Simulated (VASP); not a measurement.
Cu:

```
CELL_PARAMETERS angstrom
0.00000 1.72539 1.72539
1.72539 0.00000 1.72539
1.94229 1.94229 -0.21690
ATOMIC_POSITIONS crystal
Cu 0.00000 0.00000 0.00000
```

This cell differs from its parent crystal: strained.

Base run:

```yaml
Program: VASP 6.6.1
Functional: PBEsol
Potentials_or_basis: VASP PAW PBE potentials, release 64 (Cu_sv_GW)
Cutoff: 700 eV
k_mesh: 18 × 18 × 18
Occupations: gaussian, width 0.1 eV
Spin: no spin polarisation
```

Its results: pressure -10.0 GPa.

Task: The run is repeated on the same cell with these changes: potentials or basis from VASP PAW PBE potentials, release 64 (Cu_sv_GW) to VASP PAW PBE potentials, release 64 (Cu); cutoff from 700 eV to 520 eV; further incar settings from ALGO = Normal; EDIFF = 1e-06; NBANDS = 16 to ALGO = Fast; EDIFF = 1e-06; NBANDS = 12; valence electrons from 19 to 11. What comes out?

Result: Pressure -4.1 GPa.

Caveats: the PAW data sets were made with another functional, which shifts forces and pressure a little.
